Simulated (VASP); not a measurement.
# WS2 (P6_3/mmc) in VASP: relaxation of the atoms with PBEsol

Aim: the relaxation of the atoms of WS2 with PBEsol.

All numbers are computed with VASP 6.6.1; they aren't measurements. Logs are shortened: lines on timing, memory, paths and dates and some standing lists are left out, and cuts for length are marked.

## Step 1: The cell of the first run

Symmetry: P6_3/mmc, No. 194, hexagonal system. Conventional cell: a = 3.146 Å, b = 3.146 Å, c = 12.697 Å, α = 90.00°, β = 90.00°, γ = 120.00°. Within 3.2 Å of W (site symmetry -6m2) lie 6 S at 2.40 Å and 6 W at 3.15 Å. Within 3.2 Å of S (site symmetry 3m) lie 3 W at 2.40 Å and 7 S at 3.13 to 3.15 Å.

## Step 2: Relaxation of the atoms, PBEsol

INCAR

```
SYSTEM = WS2
PREC = Accurate
ENCUT = 520
EDIFF = 1E-7
ISMEAR = 0
SIGMA = 0.05
LREAL = .FALSE.
LASPH = .TRUE.
NELM = 100
ALGO = Normal
ISIF = 2
LWAVE = .FALSE.
LCHARG = .FALSE.
GGA = PS
IBRION = 2
NSW = 50
EDIFFG = -0.01
```

KPOINTS

```
Automatic mesh
0
G
  12 12 2
  0 0 0
```

POSCAR

```
WS2
1.0
    3.1462408358      0.0000000000      0.0000000000
   -1.5731204179      2.7247244902      0.0000000000
    0.0000000000      0.0000000000     12.6966546967
W S
2 4
Direct
    0.3333333333      0.6666666667      0.2500000000
    0.6666666667      0.3333333333      0.7500000000
    0.3333333333      0.6666666667      0.6265487320
    0.6666666667      0.3333333333      0.1265487320
    0.3333333333      0.6666666667      0.8734512680
    0.6666666667      0.3333333333      0.3734512680
```

Potentials or basis: VASP PAW PBE potentials, release 64 (W_sv, S).

The run is started by

```sh
$ cat potpaw_PBE.64/W_sv/POTCAR potpaw_PBE.64/S/POTCAR > POTCAR
$ mpirun -np 1 vasp_std > vasp.out
```

OUTCAR:

```text
SYSTEM = WS2
   PREC = Accurate
   ENCUT = 520
   EDIFF = 1E-7
   ISMEAR = 0
   LREAL = .FALSE.
   LASPH = .TRUE.
   NELM = 100
   ISIF = 2
   GGA = PS
   IBRION = 2
   NSW = 50
   EDIFFG = -0.01

 ion  position               nearest neighbor table
   1  0.333  0.667  0.250-   4 2.40   6 2.40   4 2.40   6 2.40   4 2.40   6 2.40
   2  0.667  0.333  0.750-   3 2.40   5 2.40   3 2.40   5 2.40   3 2.40   5 2.40
   3  0.333  0.667  0.627-   2 2.40   2 2.40   2 2.40
   4  0.667  0.333  0.127-   1 2.40   1 2.40   1 2.40
   5  0.333  0.667  0.873-   2 2.40   2 2.40   2 2.40
   6  0.667  0.333  0.373-   1 2.40   1 2.40   1 2.40

  LATTYP: Found a hexagonal cell.
 ALAT       =     3.1462408358
 C/A-ratio  =     4.0354999376

  Lattice vectors:

 A1 = (   3.1462408358,   0.0000000000,   0.0000000000)
 A2 = (  -1.5731204179,   2.7247244902,   0.0000000000)
 A3 = (   0.0000000000,   0.0000000000,  12.6966546967)

Analysis of symmetry for initial positions (statically):
=====================================================================
 Subroutine PRICEL returns:
 Original cell was already a primitive cell.

 Routine SETGRP: Setting up the symmetry group for a
 hexagonal supercell.

 Subroutine GETGRP returns: Found 24 space group operations
 (whereof 12 operations were pure point group operations)
 out of a pool of 24 trial point group operations.

The static configuration has the point symmetry D_3d.
 The point group associated with its full space group is D_6h.

Analysis of symmetry for dynamics (positions and initial velocities):
=====================================================================
 Subroutine PRICEL returns:
 Original cell was already a primitive cell.

 Routine SETGRP: Setting up the symmetry group for a
 hexagonal supercell.

 Subroutine GETGRP returns: Found 24 space group operations
 (whereof 12 operations were pure point group operations)
 out of a pool of 24 trial point group operations.

The dynamic configuration has the point symmetry D_3d.
 The point group associated with its full space group is D_6h.

 Subroutine INISYM returns: Found 24 space group operations
 (whereof 12 operations are pure point group operations),
 and found     1 'primitive' translations
[... 162 lines left out ...]
  in kB        1.0464789      1.0464789      1.5942744     -0.0000000      0.0000000     -0.0000000
  external PRESSURE =       1.2290774 kB  Pullay stress =       0.0000000 kB

 VOLUME and BASIS-vectors are now :
 -----------------------------------------------------------------------------
  energy-cutoff  :      520.00
  volume of cell :      108.84
      direct lattice vectors                 reciprocal lattice vectors
     3.146240836  0.000000000  0.000000000     0.317839623  0.183504792  0.000000000
    -1.573120418  2.724724490  0.000000000     0.000000000  0.367009583  0.000000000
     0.000000000  0.000000000 12.696654697     0.000000000  0.000000000  0.078760904

 POSITION                                       TOTAL-FORCE (eV/Angst)
 -----------------------------------------------------------------------------------
     -0.00000      1.81648      3.17416        -0.000000      0.000000      0.000000
      1.57312      0.90824      9.52249         0.000000     -0.000000      0.000000
     -0.00000      1.81648      7.95507        -0.000000      0.000000     -0.023691
      1.57312      0.90824      1.60675         0.000000     -0.000000     -0.023691
     -0.00000      1.81648     11.08991        -0.000000      0.000000      0.023691
      1.57312      0.90824      4.74158         0.000000     -0.000000      0.023691
 -----------------------------------------------------------------------------------
    total drift:                                0.000000     -0.000000      0.000000

  FREE ENERGIE OF THE ION-ELECTRON SYSTEM (eV)
  ---------------------------------------------------
  free  energy   TOTEN  =       -50.5540203129 eV

  energy  without entropy=      -50.5540203129  energy(sigma->0) =      -50.55402031

--------------------------------------- Ionic step        2  -------------------------------------------

 number of electron      51.9999990 magnetization

 Free energy of the ion-electron system (eV)
  ---------------------------------------------------
  ext. energy  EPLUGINS =         0.00000000
  ---------------------------------------------------
  free energy    TOTEN  =       -50.55407349 eV

  energy without entropy =      -50.55407349  energy(sigma->0) =      -50.55407349

 E-fermi :   7.1633     XC(G=0): -10.9424

 val. band max:        6.9611733262   @ k =   0.0000   0.0000   0.0000
 cond. band min:       8.0758955931   @ k =   0.1667   0.1667   0.0000
 fundamental gap:      1.1147222669
 Fermi energy:         7.1633286436

 k-point     1 :       0.0000    0.0000    0.0000
  band No.  band energies     occupation
      1     -67.4578      2.00000
      2     -67.4577      2.00000
      3     -31.7352      2.00000
      4     -31.7352      2.00000
      5     -31.5410      2.00000
      6     -31.5410      2.00000
[... 805 lines left out ...]
     30       9.1056      0.00000
     31      10.2954      0.00000

 [... further k-points ...]
[... 5 lines left out ...]
  --------------------------------------------------------------------------------------
  -------------------------------------------------------------------------------------
  Total        0.0187658      0.0187658     -0.0328824      0.0000000      0.0000000     -0.0000000
  in kB        0.2762316      0.2762316     -0.4840274      0.0000000      0.0000000     -0.0000000
  external PRESSURE =       0.0228119 kB  Pullay stress =       0.0000000 kB

 VOLUME and BASIS-vectors are now :
 -----------------------------------------------------------------------------
  energy-cutoff  :      520.00
  volume of cell :      108.84
      direct lattice vectors                 reciprocal lattice vectors
     3.146240836  0.000000000  0.000000000     0.317839623  0.183504792  0.000000000
    -1.573120418  2.724724490  0.000000000     0.000000000  0.367009583  0.000000000
     0.000000000  0.000000000 12.696654697     0.000000000  0.000000000  0.078760904

 POSITION                                       TOTAL-FORCE (eV/Angst)
 -----------------------------------------------------------------------------------
     -0.00000      1.81648      3.17416        -0.000000      0.000000     -0.000000
      1.57312      0.90824      9.52249        -0.000000     -0.000000     -0.000000
     -0.00000      1.81648      7.95393        -0.000000     -0.000000     -0.000439
      1.57312      0.90824      1.60560         0.000000     -0.000000     -0.000439
     -0.00000      1.81648     11.09105        -0.000000     -0.000000      0.000439
      1.57312      0.90824      4.74272         0.000000     -0.000000      0.000439
 -----------------------------------------------------------------------------------
    total drift:                                0.000000     -0.000000      0.000000

  FREE ENERGIE OF THE ION-ELECTRON SYSTEM (eV)
  ---------------------------------------------------
  free  energy   TOTEN  =       -50.5540734946 eV

  energy  without entropy=      -50.5540734946  energy(sigma->0) =      -50.55407349

 reached required accuracy - stopping structural energy minimisation
```

CONTCAR:

```text
WS2
   1.00000000000000
     3.1462408358000000    0.0000000000000000    0.0000000000000000
    -1.5731204179000000    2.7247244901999998    0.0000000000000000
     0.0000000000000000    0.0000000000000000   12.6966546966999996
  W               S
     2     4
Direct
     0.3333333332999970    0.6666666667000030    0.2500000000000000
     0.6666666667000030    0.3333333332999970    0.7500000000000000
     0.3333333332999970    0.6666666667000030    0.6264587134338777
     0.6666666667000030    0.3333333332999970    0.1264587134338777
     0.3333333332999970    0.6666666667000030    0.8735412865661223
     0.6666666667000030    0.3333333332999970    0.3735412865661223

  0.00000000E+00  0.00000000E+00  0.00000000E+00
  0.00000000E+00  0.00000000E+00  0.00000000E+00
  0.00000000E+00  0.00000000E+00  0.00000000E+00
  0.00000000E+00  0.00000000E+00  0.00000000E+00
  0.00000000E+00  0.00000000E+00  0.00000000E+00
  0.00000000E+00  0.00000000E+00  0.00000000E+00
```

Run time: 3.1 min. Hardware: 1 thread of Oxide Virtual Turin-like, shared host; peak memory 0.26 GiB.

What came out:

| Property | Result |
| --- | --- |
| Free energy | -50.5541 eV |
| Energy gained by relaxing | 0.0 meV/atom |
| Ionic steps | 2 |
| Pressure after relaxing | 0.0 GPa |
| Band gap on the k mesh | 1.11 eV (least direct gap 1.87 eV) |

Stress tensor (GPa, compression positive):
```
 0.03  0.00  0.00
 0.00  0.03  0.00
 0.00  0.00 -0.05
```

Final structure:
```
W S
1.0
     3.14624    0.00000    0.00000
    -1.57312    2.72472    0.00000
     0.00000    0.00000   12.69665
W S
2 4
Cartesian
  0.0000 1.8165 3.1742
  1.5731 0.9082 9.5225
  0.0000 1.8165 7.9539
  1.5731 0.9082 1.6056
  0.0000 1.8165 11.0911
  1.5731 0.9082 4.7427
```

Levels at points of the mesh, in eV from the valence-band top:
```csv
k point,band 22,band 23,band 24,band 25,band 26,band 27,band 28,band 29,band 30,band 31
"(0.00, 0.00, 0.00)",-2.06,-2.06,-1.64,-1.12,0.00,2.47,2.47,2.47,2.48,2.58
"(0.50, 0.00, 0.00)",-2.67,-1.77,-1.64,-1.57,-1.44,2.48,2.51,2.75,3.03,3.25
"(0.00, 0.00, 0.50)",-2.08,-2.08,-2.08,-0.33,-0.33,2.46,2.46,2.46,2.46,2.64
"(0.50, 0.00, 0.50)",-2.75,-1.71,-1.71,-1.50,-1.50,2.49,2.49,2.91,2.91,3.53
```

Caveat: the PAW data sets were made with another functional, which shifts forces and pressure a little; spin-orbit coupling is left out, which moves the levels of the heavy elements; this functional lacks dispersion, which binds the layers, so the pressure and a relaxed spacing across them are unreliable.
